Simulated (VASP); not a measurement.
# HfB (Fm-3m) in VASP: further runs, part 3 of 3

VASP 6.6.1. The steps go on from the part before.

**5. Single point, PBEsol (volume scaled by 0.94)**

Input file INCAR:

```
ALGO = Normal
EDIFF = 1E-6
ENCUT = 520
GGA = PS
ISIF = 2
ISMEAR = 0
LASPH = T
LCHARG = T
LELF = T
LREAL = F
LVHAR = T
LWAVE = F
NBANDS = 14
NELM = 100
PREC = Accurate
SIGMA = 0.1
```

Input file KPOINTS:

```
k-points
0
Gamma
  16 16 16
```

Input file POSCAR:

```
HfB
1.0
    0.0000000000      2.3450779169      2.3450779169
    2.3450779169      0.0000000000      2.3450779169
    2.3450779169      2.3450779169      0.0000000000
Hf B
1 1
Direct
    0.5000000000      0.5000000000      0.5000000000
    0.0000000000      0.0000000000      0.0000000000
```

Potentials or basis: VASP PAW PBE potentials, release 64 (Hf_pv, B).

The run is started by

```sh
$ cat potpaw_PBE.64/Hf_pv/POTCAR potpaw_PBE.64/B/POTCAR > POTCAR
$ mpirun -np 1 vasp_std > vasp.out
```

OUTCAR:

```text
EDIFF = 1E-6
   ENCUT = 520
   GGA = PS
   ISIF = 2
   ISMEAR = 0
   LASPH = T
   LREAL = F
   NELM = 100
   PREC = Accurate

 ion  position               nearest neighbor table
   1  0.500  0.500  0.500-   2 2.35   2 2.35   2 2.35   2 2.35   2 2.35   2 2.35
   2  0.000  0.000  0.000-   1 2.35   1 2.35   1 2.35   1 2.35   1 2.35   1 2.35

  LATTYP: Found a face centered cubic cell.
 ALAT       =     4.6901558338

  Lattice vectors:

 A1 = (   0.0000000000,   2.3450779169,   2.3450779169)
 A2 = (   2.3450779169,   0.0000000000,   2.3450779169)
 A3 = (   2.3450779169,   2.3450779169,   0.0000000000)

Analysis of symmetry for initial positions (statically):
=====================================================================
 Subroutine PRICEL returns:
 Original cell was already a primitive cell.

 Routine SETGRP: Setting up the symmetry group for a
 face centered cubic supercell.

 Subroutine GETGRP returns: Found 48 space group operations
 (whereof 48 operations were pure point group operations)
 out of a pool of 48 trial point group operations.

The static configuration has the point symmetry O_h .

Analysis of symmetry for dynamics (positions and initial velocities):
=====================================================================
 Subroutine PRICEL returns:
 Original cell was already a primitive cell.

 Routine SETGRP: Setting up the symmetry group for a
 face centered cubic supercell.

 Subroutine GETGRP returns: Found 48 space group operations
 (whereof 48 operations were pure point group operations)
 out of a pool of 48 trial point group operations.

The dynamic configuration has the point symmetry O_h .

 Subroutine INISYM returns: Found 48 space group operations
 (whereof 48 operations are pure point group operations),
 and found     1 'primitive' translations

----------------------------------------------------------------------------------------

                                     Primitive cell

  volume of cell :      25.7930
[... 119 lines left out ...]
   LRPA    =     F    only Hartree local field effects (RPA)
 non-spin polarized calculation
 Gauss-broadening in eV      SIGMA  =   0.10
  energy-cutoff  :      520.00
  volume of cell :       25.79
 maximum number of plane-waves:       725
 NGX is ok and might be reduce to    28
   NGX = 13   NGY = 13   NGZ = 13

 number of electron      13.0000001 magnetization

 Free energy of the ion-electron system (eV)
  ---------------------------------------------------
  ext. energy  EPLUGINS =         0.00000000
  ---------------------------------------------------
  free energy    TOTEN  =       -18.34481816 eV

  energy without entropy =      -18.34063488  energy(sigma->0) =      -18.34272652

 E-fermi :   4.7130     XC(G=0): -12.1896

 val. band max:        4.7011388072   @ k =   0.2500   0.0000   0.0000
 cond. band min:       4.7186450913   @ k =   0.5000   0.2500   0.0000
 fundamental gap:      0.0175062841
 Fermi energy:         4.7129894513

 k-point     1 :       0.0000    0.0000    0.0000
  band No.  band energies     occupation
      1     -23.7784      2.00000
      2     -23.7784      2.00000
      3     -23.7784      2.00000
      4      -4.7071      2.00000
      5       6.8175      0.00000
      6       6.8175      0.00000
      7       6.8175      0.00000
      8       8.5765      0.00000
      9       8.5765      0.00000
     10       8.5765      0.00000
     11       8.7368      0.00000
     12       8.7368      0.00000
     13      16.1889      0.00000
     14      17.0660      0.00000
[... 377 lines left out ...]
      1     -23.8385      2.00000
      2     -23.7957      2.00000
      3     -23.7805      2.00000
      4      -4.4226      2.00000
      5       6.0959      0.00000
      6       6.1881      0.00000
      7       6.6323      0.00000
      8       6.9781      0.00000
      9       8.0802      0.00000
     10       9.1549      0.00000
     11      10.0706      0.00000
     12      11.1289      0.00000
     13      16.9089      0.00000
     14      17.4129      0.00000

 [... further k-points ...]

------------------------ aborting loop because EDIFF is reached ----------------------------------------

  FORCE on cell =-STRESS in cart. coord.  units (eV):
  Direction    XX          YY          ZZ          XY          YZ          ZX
  --------------------------------------------------------------------------------------
  -------------------------------------------------------------------------------------
  Total        2.1189541      2.1189541      2.1189541     -0.0000000      0.0000000      0.0000000
  in kB      131.6225528    131.6225528    131.6225528     -0.0000000      0.0000000      0.0000000
  external PRESSURE =     131.6225528 kB  Pullay stress =       0.0000000 kB

 VOLUME and BASIS-vectors are now :
 -----------------------------------------------------------------------------
  energy-cutoff  :      520.00
  volume of cell :       25.79
      direct lattice vectors                 reciprocal lattice vectors
     0.000000000  2.345077917  2.345077917    -0.213212532  0.213212532  0.213212532
     2.345077917  0.000000000  2.345077917     0.213212532 -0.213212532  0.213212532
     2.345077917  2.345077917  0.000000000     0.213212532  0.213212532 -0.213212532

 POSITION                                       TOTAL-FORCE (eV/Angst)
 -----------------------------------------------------------------------------------
      2.34508      2.34508      2.34508        -0.000000      0.000000      0.000000
      0.00000      0.00000      0.00000         0.000000     -0.000000     -0.000000
 -----------------------------------------------------------------------------------
    total drift:                                0.000000      0.000000      0.000000

  FREE ENERGIE OF THE ION-ELECTRON SYSTEM (eV)
  ---------------------------------------------------
  free  energy   TOTEN  =       -18.3448181647 eV

  energy  without entropy=      -18.3406348824  energy(sigma->0) =      -18.34272652
```

stdout:

```text
POSCAR found type information on POSCAR HfB
 POSCAR found :  2 types and       2 ions
 scaLAPACK will be used
 -----------------------------------------------------------------------------
|                                                                             |
|                                                                             |
|     You enforced a specific xc type in the INCAR file but a different       |
|     I HOPE YOU KNOW WHAT YOU ARE DOING!                                     |
|                                                                             |
 -----------------------------------------------------------------------------

 LDA part: xc-table for (Slater+PW92), standard interpolation
 POSCAR, INCAR and KPOINTS ok, starting setup
 FFT: planning ... GRIDC
 FFT: planning ... GRID_SOFT
 FFT: planning ... GRID
 WAVECAR not read
 entering main loop
```

Run time: 47 s. Hardware: 1 thread of Intel Xeon Platinum 8375C at 2.90GHz (Ice Lake), shared host; peak memory 0.2 GiB.

Results:

```
Free energy : -18.3448 eV
Pressure    : 13.2 GPa
```

Levels at points of the mesh, in eV from the Fermi level:
| k point | band 3 | band 4 | band 5 | band 6 | band 7 | band 8 | band 9 | band 10 | band 11 | band 12 |
| --- | --- | --- | --- | --- | --- | --- | --- | --- | --- | --- |
| (0.00, 0.00, 0.00) | -28.49 | -9.42 | 2.10 | 2.10 | 2.10 | 3.86 | 3.86 | 3.86 | 4.02 | 4.02 |
| (0.50, 0.00, 0.00) | -28.56 | -4.91 | -4.16 | -1.30 | -1.30 | 6.20 | 6.20 | 7.18 | 8.20 | 13.53 |
| (0.50, 0.50, 0.00) | -28.71 | -6.58 | -1.03 | -1.03 | 2.24 | 2.24 | 5.94 | 7.49 | 7.49 | 8.76 |

Caveat: the PAW data sets were made with another functional, which shifts forces and pressure a little; spin-orbit coupling is left out, which moves the levels of the heavy elements.

**6. Overview**

```csv
task,cell,k mesh,cutoff (eV),gap on the mesh (eV),pressure (GPa)
single point,"a = 3.267 Å, angles 60.0°, 2 atoms",6 × 6 × 6,520,none,24.6
single point,"a = 3.385 Å, angles 60.0°, 2 atoms",8 × 8 × 8,520,none,0.4
relaxation of cell and atoms,"relaxed from a = 3.267 Å, angles 60.0°, 2 atoms",8 × 8 × 8,600,none,-0.1
single point,"a = 3.316 Å, angles 60.0°, 2 atoms",16 × 16 × 16,520,none,13.2
```

Alike in all rows: level PBEsol; potentials or basis VASP PAW PBE potentials, release 64 (Hf_pv, B); no spin polarisation; smearing gaussian 0.1 eV.

Caveats: some runs use coarse meshes; the PAW data sets were made with another functional, which shifts forces and pressure a little; spin-orbit coupling is left out, which moves the levels of the heavy elements.

Total energies depend on the potentials used, so only differences within one code and one set of settings carry meaning.
